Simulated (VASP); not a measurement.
# MgB2 (P6/mmm) in VASP: relaxation of cell and atoms with PBE

Aim: the relaxation of cell and atoms of MgB2 with PBE.

Everything below comes from runs of VASP 6.6.1. Logs are shortened: lines on timing, memory, paths and dates and some standing lists are left out, and cuts for length are marked.

### 1 The cell of the first run

Symmetry: P6/mmm, No. 191, hexagonal system. The conventional cell has a = 3.063 Å, b = 3.063 Å, c = 3.521 Å, α = 90.00°, β = 90.00°, γ = 120.00°. Within 3.3 Å of Mg (site symmetry 6/mmm) lie 12 B at 2.50 Å and 6 Mg at 3.06 Å. Within 2.3 Å of B (site symmetry -6m2) lie 3 B at 1.77 Å.

### 2 Relaxation of cell and atoms, PBE

INCAR reads:

```
SYSTEM = MgB2
PREC     = Accurate       ! precision mode
ENCUT    = 600            ! plane-wave cutoff, eV
EDIFF    = 1E-7           ! SCF threshold, eV
ISMEAR   = 0              ! smearing method
SIGMA    = 0.1            ! smearing width, eV
LREAL    = .FALSE.        ! projectors in reciprocal space
LASPH    = .TRUE.         ! aspherical terms in the spheres
NELM     = 100            ! most SCF steps
ALGO     = Normal         ! electronic algorithm
ISIF     = 3              ! what is computed and relaxed
LWAVE    = .FALSE.        ! write WAVECAR
LCHARG   = .FALSE.        ! write CHGCAR
GGA      = PE             ! functional
IBRION   = 2              ! ionic algorithm
NSW      = 100            ! ionic steps
EDIFFG   = -0.005         ! ionic threshold
```

KPOINTS reads:

```
Automatic mesh
0
G
  15 15 12
  0 0 0
```

POSCAR reads:

```
MgB2
1.0
    3.0627620649      0.0000000000      0.0000000000
   -1.5313810324      2.6524297539      0.0000000000
    0.0000000000      0.0000000000      3.5208704800
Mg B
1 2
Direct
    0.0000000000      0.0000000000      0.0000000000
    0.6666666700      0.3333333300      0.5000000000
    0.3333333300      0.6666666700      0.5000000000
```

Potentials or basis: VASP PAW PBE potentials, release 64 (Mg, B).

The run is started by

```console
cat potpaw_PBE.64/Mg/POTCAR potpaw_PBE.64/B/POTCAR > POTCAR
mpirun -np 1 vasp_std > vasp.out
```

OUTCAR:

```text
SYSTEM = MgB2
   PREC = Accurate
   ENCUT = 600
   EDIFF = 1E-7
   ISMEAR = 0
   LREAL = .FALSE.
   LASPH = .TRUE.
   NELM = 100
   ISIF = 3
   GGA = PE
   IBRION = 2
   NSW = 100
   EDIFFG = -0.005

 ion  position               nearest neighbor table
   1  0.000  0.000  0.000-   2 2.50   3 2.50   2 2.50   3 2.50   3 2.50   3 2.50   2 2.50   2 2.50
                             2 2.50   2 2.50   3 2.50   3 2.50
   2  0.667  0.333  0.500-   3 1.77   3 1.77   3 1.77   1 2.50   1 2.50   1 2.50   1 2.50   1 2.50
                             1 2.50
   3  0.333  0.667  0.500-   2 1.77   2 1.77   2 1.77   1 2.50   1 2.50   1 2.50   1 2.50   1 2.50
                             1 2.50

  LATTYP: Found a hexagonal cell.
 ALAT       =     3.0627620649
 C/A-ratio  =     1.1495736219

  Lattice vectors:

 A1 = (   3.0627620649,   0.0000000000,   0.0000000000)
 A2 = (  -1.5313810324,   2.6524297539,   0.0000000000)
 A3 = (   0.0000000000,   0.0000000000,   3.5208704800)

Analysis of symmetry for initial positions (statically):
=====================================================================
 Subroutine PRICEL returns:
 Original cell was already a primitive cell.

 Routine SETGRP: Setting up the symmetry group for a
 hexagonal supercell.

 Subroutine GETGRP returns: Found 24 space group operations
 (whereof 24 operations were pure point group operations)
 out of a pool of 24 trial point group operations.

The static configuration has the point symmetry D_6h.

Analysis of symmetry for dynamics (positions and initial velocities):
=====================================================================
 Subroutine PRICEL returns:
 Original cell was already a primitive cell.

 Routine SETGRP: Setting up the symmetry group for a
 hexagonal supercell.

 Subroutine GETGRP returns: Found 24 space group operations
 (whereof 24 operations were pure point group operations)
 out of a pool of 24 trial point group operations.

The dynamic configuration has the point symmetry D_6h.

 Subroutine INISYM returns: Found 24 space group operations
 (whereof 24 operations are pure point group operations),
 and found     1 'primitive' translations

----------------------------------------------------------------------------------------

                                     Primitive cell

  volume of cell :      28.6027

  direct lattice vectors                    reciprocal lattice vectors
     3.062762065  0.000000000  0.000000000     0.326502673  0.188506406  0.000000000
    -1.531381032  2.652429754  0.000000000     0.000000000  0.377012812  0.000000000
     0.000000000  0.000000000  3.520870480     0.000000000  0.000000000  0.284020672

  length of vectors
     3.062762065  3.062762065  3.520870480     0.377012812  0.377012812  0.284020672

  position of ions in fractional coordinates (direct lattice)
     0.000000000  0.000000000  0.000000000
     0.666666670  0.333333330  0.500000000
     0.333333330  0.666666670  0.500000000

  ion indices of the primitive-cell ions
   primitive index   ion index
                 1           1
                 2           2
                 3           3

----------------------------------------------------------------------------------------

 KPOINTS: Automatic mesh

Automatic generation of k-mesh.
 Grid dimensions read from file:
 generate k-points for:   15   15   12

 Generating k-lattice:

  Cartesian coordinates                     Fractional coordinates (reciprocal lattice)
     0.021766845  0.012567094  0.000000000     0.066666667  0.000000000  0.000000000
     0.000000000  0.025134187  0.000000000     0.000000000  0.066666667  0.000000000
     0.000000000  0.000000000  0.023668389     0.000000000  0.000000000  0.083333333

  Length of vectors
     0.025134187  0.025134187  0.023668389

  Shift w.r.t. Gamma in fractional coordinates (k-lattice)
     0.000000000  0.000000000  0.000000000

 Subroutine IBZKPT returns following result:
 ===========================================

 Found    189 irreducible k-points:

 Following reciprocal coordinates:
            Coordinates               Weight
  0.000000  0.000000  0.000000      1.000000
  0.066667 -0.000000  0.000000      6.000000
  0.133333 -0.000000  0.000000      6.000000
  0.200000  0.000000  0.000000      6.000000
  0.266667 -0.000000  0.000000      6.000000
  0.333333 -0.000000  0.000000      6.000000
[... 16 lines left out ...]
  0.333333  0.200000  0.000000     12.000000
  0.400000  0.200000  0.000000      6.000000
 [... further k-points ...]
   k-points           NKPTS =    189   k-points in BZ     NKDIM =    189   number of bands    NBANDS=      8
   number of dos      NEDOS =    301   number of ions     NIONS =      3
   total plane-waves  NPLWV =  16128
   dimension x,y,z NGX =    24 NGY =   24 NGZ =   28
   dimension x,y,z NGXF=    48 NGYF=   48 NGZF=   56
   ions per type =               1   2
   NGX,Y,Z   is equivalent  to a cutoff of  13.03, 13.03, 13.22 a.u.
   NGXF,Y,Z  is equivalent  to a cutoff of  26.05, 26.05, 26.44 a.u.
 SYSTEM =  MgB2
   PREC   = accura    normal or accurate (medium, high low for compatibility)
   ISTART =      0    job   : 0-new  1-cont  2-samecut
   ICHARG =      2    charge: 1-file 2-atom 10-const
   ISPIN  =      1    spin polarized calculation?
   LNONCOLLINEAR =      F non collinear calculations
   LSORBIT =      F    spin-orbit coupling
   LASPH  =      T    aspherical Exc in radial PAW
   ENCUT  =  600.0 eV  44.10 Ry    6.64 a.u.   6.12  6.12  7.03*2*pi/ulx,y,z
   NELM   =    100;   NELMIN=  2; NELMDL= -5     # of ELM steps
   EDIFF  = 0.1E-06   stopping-criterion for ELM
   LREAL  =      F    real-space projection
   EDIFFG = -.5E-02   stopping-criterion for IOM
   NSW    =    100    number of steps for IOM
   IBRION =      2    ionic relax: 0-MD 1-quasi-New 2-CG
   NFREE  =      1    steps in history (QN), initial steepest desc. (CG)
   ISIF   =      3    stress and relaxation
   ISYM   =      2    0-nonsym 1-usesym 2-fastsym
   POTIM  = 0.5000    time-step for ionic-motion
   TEBEG  =    0.0;   TEEND  =   0.0 temperature during run
   PSTRESS=    0.0 pullay stress
   NELECT =       8.0000    total number of electrons
   NUPDOWN=      -1.0000    fix difference up-down
   EMIN   =  10.00;   EMAX   =-10.00  energy-range for DOS
   EFERMI =   0.00;   METHOD = LEGACY
   ISMEAR =     0;   SIGMA  =   0.10  broadening in eV -4-tet -1-fermi 0-gaus
   EFERMI_NEDOS =   21; number of points for ismear=-14 and -15
   IALGO  =     38    algorithm
   IMIX   =      4    mixing-type and parameters
     AMIX     =   0.40;   BMIX     =  1.00
     AMIX_MAG =   1.60;   BMIX_MAG =  1.00
  volume/ion in A,a.u.               =       9.53        64.34
  Fermi-wavevector in a.u.,A,eV,Ry     =   1.070621  2.023180 15.595397  1.146229
  Thomas-Fermi vector in A             =   2.206337
   LORBIT       =      0    0 simple, 1 ext, 2 COOP (PROOUT), +10 PAW based schemes
   GGA     = PE    functional components
   LHFCALC =     F    Hartree Fock is set to
   AEXX    =    0.0000 exact exchange contribution
   IVDW    =     0    specifies the selected vdW correction
   LEPSILON=     F    determine dielectric tensor
   LRPA    =     F    only Hartree local field effects (RPA)
 conjugate gradient relaxation of ions
 non-spin polarized calculation
 Gauss-broadening in eV      SIGMA  =   0.10
  energy-cutoff  :      600.00
  volume of cell :       28.60
 maximum number of plane-waves:       972
   NGX = 13   NGY = 13   NGZ = 15

--------------------------------------- Ionic step        1  -------------------------------------------

 number of electron       8.0000000 magnetization

 Free energy of the ion-electron system (eV)
  ---------------------------------------------------
  ext. energy  EPLUGINS =         0.00000000
  ---------------------------------------------------
  free energy    TOTEN  =       -15.32615728 eV

  energy without entropy =      -15.32251796  energy(sigma->0) =      -15.32433762

------------------------ aborting loop because EDIFF is reached ----------------------------------------

  FORCE on cell =-STRESS in cart. coord.  units (eV):
  Direction    XX          YY          ZZ          XY          YZ          ZX
  --------------------------------------------------------------------------------------
  -------------------------------------------------------------------------------------
  Total        0.2710121      0.2710121      0.1272303      0.0000000      0.0000000     -0.0000000
  in kB       15.1807097     15.1807097      7.1267878      0.0000000      0.0000000     -0.0000000
  external PRESSURE =      12.4960690 kB  Pullay stress =       0.0000000 kB
[... 96 lines left out ...]
  energy  without entropy=      -15.3232311515  energy(sigma->0) =      -15.32514795

--------------------------------------- Ionic step        4  -------------------------------------------

 number of electron       8.0000000 magnetization

 Free energy of the ion-electron system (eV)
  ---------------------------------------------------
  ext. energy  EPLUGINS =         0.00000000
  ---------------------------------------------------
  free energy    TOTEN  =       -15.32706454 eV

  energy without entropy =      -15.32322722  energy(sigma->0) =      -15.32514588

 E-fermi :   5.3054     XC(G=0): -10.9385

 val. band max:        5.2985745108   @ k =   0.0667  -0.0000   0.0000
 cond. band min:       5.3067496125   @ k =   0.1333  -0.0000   0.3333
 fundamental gap:      0.0081751017
 Fermi energy:         5.3054296298

 k-point     1 :       0.0000    0.0000    0.0000
  band No.  band energies     occupation
      1      -7.1474      2.00000
      2       2.3153      2.00000
      3       5.7022      0.00000
      4       5.7022      0.00000
      5       6.9088      0.00000
      6      11.6960      0.00000
      7      11.6960      0.00000
      8      13.5519      0.00000
[... 243 lines left out ...]
 k-point    24 :       0.4000    0.2000    0.0000
  band No.  band energies     occupation
      1      -2.7725      2.00000
      2      -2.0917      2.00000
      3       0.8953      2.00000
      4       6.0758      0.00000
      5       8.0367      0.00000
      6      10.9311      0.00000
      7      11.2717      0.00000
      8      13.4329      0.00000

 [... further k-points ...]

------------------------ aborting loop because EDIFF is reached ----------------------------------------

  FORCE on cell =-STRESS in cart. coord.  units (eV):
  Direction    XX          YY          ZZ          XY          YZ          ZX
  --------------------------------------------------------------------------------------
  -------------------------------------------------------------------------------------
  Total       -0.0075046     -0.0075046      0.0140373     -0.0000000     -0.0000000     -0.0000000
  in kB       -0.4171714     -0.4171714      0.7803175     -0.0000000     -0.0000000     -0.0000000
  external PRESSURE =      -0.0180084 kB  Pullay stress =       0.0000000 kB
[... 18 lines left out ...]
  FREE ENERGIE OF THE ION-ELECTRON SYSTEM (eV)
  ---------------------------------------------------
  free  energy   TOTEN  =       -15.3270645386 eV

  energy  without entropy=      -15.3232272220  energy(sigma->0) =      -15.32514588

 reached required accuracy - stopping structural energy minimisation
```

Run time: 1.8 min. Hardware: 1 thread of AMD EPYC 7R43 (Zen 3), shared host; peak memory 0.16 GiB.

What came out:

```yaml
Free_energy: -15.3271 eV
Relaxed_volume: 9.61 Å³/atom
Relaxed_cell: a = 3.072 Å, b = 3.072 Å, c = 3.526 Å, α = 90.00°, β = 90.00°, γ = 120.00°
Space_group_after_relaxing_to_0.1_Å: P6/mmm (No. 191)
Energy_gained_by_relaxing: 0.3 meV/atom
Ionic_steps: 4
Pressure_after_relaxing: 0.0 GPa
Band_gap_on_the_k_mesh: zero (bands 4 and 5 overlap by 3.79 eV)
```

Stress tensor (GPa, compression positive):
```
-0.04  0.00  0.00
 0.00 -0.04  0.00
 0.00  0.00  0.08
```

The path:
| step | energy change (eV) | largest force (eV/Å) | pressure (GPa) | volume (Å³) |
| --- | --- | --- | --- | --- |
| 1 | 0.0000 | 0.0000 | 1.25 | 28.60 |
| 2 | -0.0007 | 0.0000 | -0.50 | 28.91 |
| 3 | -0.0009 | 0.0000 | 0.02 | 28.82 |
| 4 | -0.0009 | 0.0000 | 0.00 | 28.82 |

Final structure:
```
CELL_PARAMETERS angstrom
3.07224 0.00000 0.00000
-1.53612 2.66064 0.00000
0.00000 0.00000 3.52599
ATOMIC_POSITIONS crystal
Mg 0.00000 0.00000 0.00000
B 0.66667 0.33333 0.50000
B 0.33333 0.66667 0.50000
```

Levels at points of the mesh, in eV from the Fermi level:
```csv
k point,band 1,band 2,band 3,band 4,band 5,band 6,band 7,band 8
"(0.00, 0.00, 0.00)",-12.45,-2.99,0.40,0.40,1.60,6.39,6.39,8.25
"(0.00, 0.00, 0.50)",-11.19,-7.46,0.77,0.77,6.71,6.71,8.06,9.90
```
